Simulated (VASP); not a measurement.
Write the native input for VASP 6.6.1 that does the following.

```yaml
Task: G0W0 quasiparticle levels
Functional: PBE
Potentials_or_basis: VASP PAW PBE potentials, release 64 (K_sv_GW, F_GW)
Cutoff: 500 eV
k_mesh: 4 × 4 × 4
Occupations: gaussian, width 0.01 eV
Spin: no spin polarisation
Dipole_correction: no
GW_scheme: G0W0
GW_iterations: 1
Cutoff_of_the_response_function: 140
Frequency_points: 96
Empty_bands: 141
Further_INCAR_settings: ALGO = EVGW0; EDIFF = 1e-08; NBANDS = 149
```

The system is KF.

```
K F
1.0
     0.00000    2.65896    2.65896
     2.65896    0.00000    2.65896
     2.65896    2.65896    0.00000
K F
1 1
Direct
  0.00000 0.00000 0.00000
  0.50000 0.50000 0.50000
```

The input as run:

POSCAR

```
KF
1.0
    0.0000000000      2.6589605554      2.6589605554
    2.6589605554      0.0000000000      2.6589605554
    2.6589605554      2.6589605554      0.0000000000
K F
1 1
Direct
    0.0000000000      0.0000000000      0.0000000000
    0.5000000000      0.5000000000      0.5000000000
```

INCAR.step1

```
SYSTEM = KF
PREC = Accurate ; ENCUT = 500
EDIFF = 1E-8 ; ISMEAR = 0
SIGMA = 0.01 ; LREAL = .FALSE.
LASPH = .TRUE. ; NELM = 80
ALGO = Normal ; LWAVE = .TRUE.
LCHARG = .FALSE. ; GGA = PE
```

INCAR.step2

```
SYSTEM = KF
PREC = Accurate ; ENCUT = 500
EDIFF = 1E-8 ; ISMEAR = 0
SIGMA = 0.01 ; LREAL = .FALSE.
LASPH = .TRUE. ; NELM = 1
ALGO = Exact ; LWAVE = .TRUE.
LCHARG = .FALSE. ; GGA = PE
NBANDS = 149 ; LOPTICS = .TRUE.
ISTART = 1
```

INCAR.step3

```
SYSTEM = KF
PREC = Accurate ; ENCUT = 500
EDIFF = 1E-8 ; ISMEAR = 0
SIGMA = 0.01 ; LREAL = .FALSE.
LASPH = .TRUE. ; ALGO = EVGW0
LWAVE = .FALSE. ; LCHARG = .FALSE.
GGA = PE ; NELMGW = 1
NBANDS = 149 ; ENCUTGW = 140.0
NOMEGA = 96 ; PRECFOCK = Fast
ISTART = 1 ; NBANDSGW = 16
OMEGAMAX = 20
```

KPOINTS

```
Automatic mesh
0
G
  4 4 4
  0 0 0
```

Potentials or basis: VASP PAW PBE potentials, release 64 (K_sv_GW, F_GW).

The run is started by

```console
$ cat potpaw_PBE.64/K_sv_GW/POTCAR potpaw_PBE.64/F_GW/POTCAR > POTCAR
$ cp INCAR.step1 INCAR
$ mpirun -np 1 vasp_std > vasp.out
$ cp INCAR.step2 INCAR
$ mpirun -np 1 vasp_std > vasp.out
$ cp INCAR.step3 INCAR
$ mpirun -np 1 vasp_std > vasp.out
```

Results of the run:

```json
{
  "Quasiparticle gap": "9.71 eV",
  "Least direct quasiparticle gap": "9.71 eV",
  "Band gap of the starting levels on the mesh": "6.26 eV",
  "Least direct gap of the starting levels on the mesh": "6.26 eV"
}
```

Caveat: the k points lie up to 0.51 Å⁻¹ apart; bands, screening cutoff and mesh are small and nothing is extrapolated, so the quasiparticle values aren't converged.

Wall time 63 s on 1 thread of Intel(R) Xeon(R) 6975P-C (Granite Rapids) (shared host), peak memory 0.37 GiB.
